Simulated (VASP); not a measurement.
Write the native input for VASP 6.6.1 that does the following.

| Item | Value |
| --- | --- |
| Task | single point |
| Functional | BLYP |
| Potentials or basis | VASP PAW PBE potentials, release 64 (Sr_sv) |
| Cutoff | 520 eV |
| k mesh | 15 × 15 × 15 |
| Occupations | fermi-dirac, width 0.1 eV |
| Spin | no spin polarisation |
| Dipole correction | no |
| Further INCAR settings | ALGO = Normal; EDIFF = 1e-06; NBANDS = 11 |

The structure of Sr lies in POSCAR:

```
Sr
1.0
    0.0000000000      3.1214071928      3.1214071928
    3.1214071928      0.0000000000      3.1214071928
    3.1214071928      3.1214071928      0.0000000000
Sr
1
Direct
    0.0000000000      0.0000000000      0.0000000000
```

The input as run:

INCAR

```
SYSTEM = Sr
PREC = Accurate
ENCUT = 520
EDIFF = 1E-6
ISMEAR = -1
SIGMA = 0.1
LREAL = .False.
LASPH = .True.
NELM = 100
ALGO = Normal
ISIF = 2
LWAVE = .False.
LCHARG = .False.
GGA = B5
ALDAX = 1.0
AGGAX = 1.0
AGGAC = 1.0
ALDAC = 0.0
NBANDS = 11
```

KPOINTS

```
regular mesh
0
Gamma
  15 15 15
  0 0 0
```

Potentials or basis: VASP PAW PBE potentials, release 64 (Sr_sv).

Run with:

```console
$ cat potpaw_PBE.64/Sr_sv/POTCAR > POTCAR
$ mpirun -np 1 vasp_std > vasp.out
```

It gave:

```
Pressure               : -0.7 GPa
Band gap on the k mesh : zero (bands 5 and 6 overlap by 0.06 eV)
```

Caveat: the PAW data sets were made with another functional, which shifts forces and pressure a little.

Wall time 2 min on 1 thread of AMD EPYC 7R43 64-Core Processor (Zen 3), on a shared host, peak memory 0.21 GiB.
